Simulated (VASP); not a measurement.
# La (P6_3/mmc) in VASP: notebook

La is run at these levels: PBEsol; tasks: single point, relaxation of volume and atoms at fixed shape.

Everything below comes from runs of VASP 6.6.1. Logs are shortened: lines on timing, memory, paths and dates and some standing lists are left out, and cuts for length are marked.

## 1. The cell of the first run

The structure is hexagonal, space group P6_3/mmc (No. 194). The conventional cell has a = 3.659 Å, b = 3.659 Å, c = 11.802 Å, α = 90.00°, β = 90.00°, γ = 120.00°. Within 4.8 Å of La (site symmetry -3m) lie 12 La at 3.63 to 3.66 Å. La (site symmetry -6m2) has 12 La at 3.63 to 3.66 Å within 4.8 Å.

## 2. Single point, PBEsol

INCAR

```
SYSTEM = La
PREC     = Accurate       ! precision mode
ENCUT    = 520            ! plane-wave cutoff, eV
EDIFF    = 1E-6           ! SCF threshold, eV
ISMEAR   = 0              ! smearing method
SIGMA    = 0.05           ! smearing width, eV
LREAL    = .False.        ! projectors in reciprocal space
LASPH    = .True.         ! aspherical terms in the spheres
NELM     = 100            ! most SCF steps
ALGO     = Normal         ! electronic algorithm
ISIF     = 2              ! what is computed and relaxed
LWAVE    = .False.        ! write WAVECAR
LCHARG   = .False.        ! write CHGCAR
GGA      = PS             ! functional
NBANDS   = 30             ! bands
```

KPOINTS

```
Automatic mesh
0
Gamma
  5 5 2
  0 0 0
```

POSCAR

```
La
1.0
    3.6593933642      0.0000000000      0.0000000000
   -1.8296966821      3.1691276159      0.0000000000
    0.0000000000      0.0000000000     11.8022711841
La
4
Direct
    0.0000000000      0.0000000000      0.0000000000
    0.0000000000      0.0000000000      0.5000000000
    0.3333333333      0.6666666667      0.7500000000
    0.6666666667      0.3333333333      0.2500000000
```

Potentials or basis: VASP PAW PBE potentials, release 64 (La).

The run is started by

```console
> cat potpaw_PBE.64/La/POTCAR > POTCAR
> mpirun -np 1 vasp_std > vasp.out
```

OUTCAR:

```text
SYSTEM = La
   PREC = Accurate
   ENCUT = 520
   EDIFF = 1E-6
   ISMEAR = 0
   LREAL = .False.
   LASPH = .True.
   NELM = 100
   ISIF = 2
   GGA = PS

 ion  position               nearest neighbor table
   1  0.000  0.000  0.000-   3 3.63   4 3.63   4 3.63   3 3.63   4 3.63   3 3.63
   2  0.000  0.000  0.500-   3 3.63   4 3.63   4 3.63   3 3.63   4 3.63   3 3.63
   3  0.333  0.667  0.750-   1 3.63   2 3.63   1 3.63   2 3.63   1 3.63   2 3.63
   4  0.667  0.333  0.250-   1 3.63   2 3.63   1 3.63   2 3.63   1 3.63   2 3.63

  LATTYP: Found a hexagonal cell.
 ALAT       =     3.6593933642
 C/A-ratio  =     3.2251988265

  Lattice vectors:

 A1 = (   3.6593933642,   0.0000000000,   0.0000000000)
 A2 = (  -1.8296966821,   3.1691276159,   0.0000000000)
 A3 = (   0.0000000000,   0.0000000000,  11.8022711841)

Analysis of symmetry for initial positions (statically):
=====================================================================
 Subroutine PRICEL returns:
 Original cell was already a primitive cell.

 Routine SETGRP: Setting up the symmetry group for a
 hexagonal supercell.

 Subroutine GETGRP returns: Found 24 space group operations
 (whereof 12 operations were pure point group operations)
 out of a pool of 24 trial point group operations.

The static configuration has the point symmetry D_3d.
 The point group associated with its full space group is D_6h.

Analysis of symmetry for dynamics (positions and initial velocities):
=====================================================================
 Subroutine PRICEL returns:
 Original cell was already a primitive cell.

 Routine SETGRP: Setting up the symmetry group for a
 hexagonal supercell.

 Subroutine GETGRP returns: Found 24 space group operations
 (whereof 12 operations were pure point group operations)
 out of a pool of 24 trial point group operations.

The dynamic configuration has the point symmetry D_3d.
 The point group associated with its full space group is D_6h.

 Subroutine INISYM returns: Found 24 space group operations
 (whereof 12 operations are pure point group operations),
 and found     1 'primitive' translations

----------------------------------------------------------------------------------------

[... 77 lines left out ...]
   LSORBIT =      F    spin-orbit coupling
   LASPH  =      T    aspherical Exc in radial PAW
   ENCUT  =  520.0 eV  38.22 Ry    6.18 a.u.   6.80  6.80 21.94*2*pi/ulx,y,z
   NELM   =    100;   NELMIN=  2; NELMDL= -5     # of ELM steps
   EDIFF  = 0.1E-05   stopping-criterion for ELM
   LREAL  =      F    real-space projection
   EDIFFG = 0.1E-04   stopping-criterion for IOM
   NSW    =      0    number of steps for IOM
   IBRION =     -1    ionic relax: 0-MD 1-quasi-New 2-CG
   NFREE  =      0    steps in history (QN), initial steepest desc. (CG)
   ISIF   =      2    stress and relaxation
   ISYM   =      2    0-nonsym 1-usesym 2-fastsym
   POTIM  = 0.5000    time-step for ionic-motion
   TEBEG  =    0.0;   TEEND  =   0.0 temperature during run
   PSTRESS=    0.0 pullay stress
   NELECT =      44.0000    total number of electrons
   NUPDOWN=      -1.0000    fix difference up-down
   EMIN   =  10.00;   EMAX   =-10.00  energy-range for DOS
   EFERMI =   0.00;   METHOD = LEGACY
   ISMEAR =     0;   SIGMA  =   0.05  broadening in eV -4-tet -1-fermi 0-gaus
   EFERMI_NEDOS =   21; number of points for ismear=-14 and -15
   IALGO  =     38    algorithm
   IMIX   =      4    mixing-type and parameters
     AMIX     =   0.40;   BMIX     =  1.00
     AMIX_MAG =   1.60;   BMIX_MAG =  1.00
  volume/ion in A,a.u.               =      34.22       230.91
  Fermi-wavevector in a.u.,A,eV,Ry     =   1.121470  2.119271 17.111973  1.257695
  Thomas-Fermi vector in A             =   2.258123
   LORBIT       =      0    0 simple, 1 ext, 2 COOP (PROOUT), +10 PAW based schemes
   GGA     = PS    functional components
   LHFCALC =     F    Hartree Fock is set to
   AEXX    =    0.0000 exact exchange contribution
   IVDW    =     0    specifies the selected vdW correction
   LEPSILON=     F    determine dielectric tensor
   LRPA    =     F    only Hartree local field effects (RPA)
 non-spin polarized calculation
 Gauss-broadening in eV      SIGMA  =   0.05
  energy-cutoff  :      520.00
  volume of cell :      136.87
 maximum number of plane-waves:      3704
 NGX is ok and might be reduce to    28
   NGX = 13   NGY = 13   NGZ = 43

 number of electron      43.9999998 magnetization

 Free energy of the ion-electron system (eV)
  ---------------------------------------------------
  ext. energy  EPLUGINS =         0.00000000
  ---------------------------------------------------
  free energy    TOTEN  =       -21.23786136 eV

  energy without entropy =      -21.22130380  energy(sigma->0) =      -21.22958258

 E-fermi :   8.5167     XC(G=0): -10.0233

 val. band max:        8.5067312595   @ k =   0.2000   0.0000   0.0000
 cond. band min:       8.5218751772   @ k =   0.2000   0.0000   0.5000
 fundamental gap:      0.0151439177
 Fermi energy:         8.5166523570

 k-point     1 :       0.0000    0.0000    0.0000
  band No.  band energies     occupation
      1     -24.2089      2.00000
      2     -24.0967      2.00000
      3     -24.0363      2.00000
      4     -23.9177      2.00000
      5      -8.7505      2.00000
      6      -7.9339      2.00000
[... 319 lines left out ...]
     29      10.3693      0.00000
     30      10.3904      0.00000

------------------------ aborting loop because EDIFF is reached ----------------------------------------

  FORCE on cell =-STRESS in cart. coord.  units (eV):
  Direction    XX          YY          ZZ          XY          YZ          ZX
  --------------------------------------------------------------------------------------
  -------------------------------------------------------------------------------------
  Total        0.8936295      0.8936295     -1.5965274      0.0000000      0.0000000      0.0000000
  in kB       10.4605289     10.4605289    -18.6884181      0.0000000      0.0000000      0.0000000
  external PRESSURE =       0.7442132 kB  Pullay stress =       0.0000000 kB

 VOLUME and BASIS-vectors are now :
 -----------------------------------------------------------------------------
  energy-cutoff  :      520.00
  volume of cell :      136.87
      direct lattice vectors                 reciprocal lattice vectors
     3.659393364  0.000000000  0.000000000     0.273269337  0.157772126  0.000000000
    -1.829696682  3.169127616  0.000000000     0.000000000  0.315544251  0.000000000
     0.000000000  0.000000000 11.802271184     0.000000000  0.000000000  0.084729455

 POSITION                                       TOTAL-FORCE (eV/Angst)
 -----------------------------------------------------------------------------------
      0.00000      0.00000      0.00000        -0.000000      0.000000      0.000000
      0.00000      0.00000      5.90114        -0.000000      0.000000      0.000000
     -0.00000      2.11275      8.85170         0.000000     -0.000000     -0.000000
      1.82970      1.05638      2.95057         0.000000      0.000000      0.000000
 -----------------------------------------------------------------------------------
    total drift:                               -0.000000      0.000000      0.000000

  FREE ENERGIE OF THE ION-ELECTRON SYSTEM (eV)
  ---------------------------------------------------
  free  energy   TOTEN  =       -21.2378613605 eV

  energy  without entropy=      -21.2213037979  energy(sigma->0) =      -21.22958258
```

Run time: 42 s. Hardware: 1 thread of AMD EPYC 9R45 (Zen 5), shared host; peak memory 0.21 GiB.

Results:

| Property | Result |
| --- | --- |
| Free energy | -21.2379 eV |
| Pressure | 0.1 GPa |
| Band gap on the k mesh | zero (bands 22 and 23 overlap by 0.86 eV) |

Levels at points of the mesh, in eV from the Fermi level:
```tsv
k point	band 18	band 19	band 20	band 21	band 22	band 23	band 24	band 25	band 26	band 27
(0.00, 0.00, 0.00)	-1.85	-1.82	-1.76	0.59	0.75	1.32	1.32	1.36	1.37	1.38
(0.00, 0.00, 0.50)	-2.65	-1.73	-1.73	0.81	0.81	1.38	1.38	1.38	1.39	1.43
```

Caveat: the k points lie up to 0.40 Å⁻¹ apart, too coarse for converged energies and pressures of a metal; the PAW data sets were made with another functional, which shifts forces and pressure a little; spin-orbit coupling is left out, which moves the levels of the heavy elements.

## 3. Relaxation of volume and atoms at fixed shape, PBEsol

This run uses another cell than the first one, of 37.42 Å³/atom.

INCAR

```
SYSTEM = La
PREC = Accurate
ENCUT = 600
EDIFF = 1E-6
ISMEAR = 0
SIGMA = 0.05
LREAL = .FALSE.
LASPH = .TRUE.
NELM = 100
ALGO = Normal
ISIF = 8
LWAVE = .FALSE.
LCHARG = .FALSE.
GGA = PS
IBRION = 2
NSW = 80
EDIFFG = -0.01
```

KPOINTS

```
regular mesh
0
G
  5 5 2
  0 0 0
```

POSCAR

```
La
1.0
    3.7700000000      0.0000000000      0.0000000000
   -1.8850000000      3.2649160000      0.0000000000
    0.0000000000      0.0000000000     12.1590000000
La
4
Direct
    0.0000000000      0.0000000000      0.0000000000
    0.0000000000      0.0000000000      0.5000000000
    0.3333333333      0.6666666667      0.7500000000
    0.6666666667      0.3333333333      0.2500000000
```

Potentials or basis: VASP PAW PBE potentials, release 64 (La).

The run is started by

```console
> cat potpaw_PBE.64/La/POTCAR > POTCAR
> mpirun -np 1 vasp_std > vasp.out
```

Wall time 2.5 min (1 thread of AMD EPYC 9R45 (Zen 5), shared host); peak memory 0.28 GiB.

The run converged. Its results:

```
Free energy                           : -21.2385 eV
Relaxed volume                        : 34.31 Å³/atom
Relaxed cell                          : a = 3.663 Å, b = 3.663 Å, c = 11.813 Å, α = 90.00°, β = 90.00°, γ = 120.00°
Space group after relaxing (to 0.1 Å) : P6_3/mmc (No. 194)
Energy gained by relaxing             : 20.3 meV/atom
Ionic steps                           : 4
Pressure after relaxing               : 0.0 GPa
Band gap on the k mesh                : zero (bands 22 and 23 overlap by 0.86 eV)
```

Stress tensor (GPa, compression positive):
```
 0.97  0.00  0.00
 0.00  0.97  0.00
 0.00  0.00 -1.90
```

The path:
```csv
step,energy change (eV),largest force (eV/Å),pressure (GPa),volume (Å³)
1,0.0000,0.0000,-1.98,149.66
2,-0.0771,0.0000,-0.46,139.88
3,-0.0809,0.0000,-0.07,137.65
4,-0.0810,0.0000,0.01,137.24
```

Final structure:
```xyz
4
Lattice="3.6626 0.0000 0.0000 -1.8313 3.1719 0.0000 0.0000 0.0000 11.8128" Properties=species:S:1:pos:R:3 pbc="T T T"
La    0.0000    0.0000    0.0000
La    0.0000    0.0000    5.9064
La    0.0000    2.1146    8.8596
La    1.8313    1.0573    2.9532
```

Levels at points of the mesh, in eV from the Fermi level:
| k point | band 18 | band 19 | band 20 | band 21 | band 22 | band 23 | band 24 | band 25 | band 26 |
| --- | --- | --- | --- | --- | --- | --- | --- | --- | --- |
| (0.00, 0.00, 0.00) | -1.84 | -1.82 | -1.76 | 0.59 | 0.75 | 1.32 | 1.32 | 1.36 | 1.37 |
| (0.00, 0.00, 0.50) | -2.65 | -1.73 | -1.73 | 0.81 | 0.81 | 1.38 | 1.38 | 1.43 | 1.43 |

Caveat: the k points lie up to 0.40 Å⁻¹ apart in the final cell, too coarse for converged energies and pressures of a metal; the PAW data sets were made with another functional, which shifts forces and pressure a little; spin-orbit coupling is left out, which moves the levels of the heavy elements.
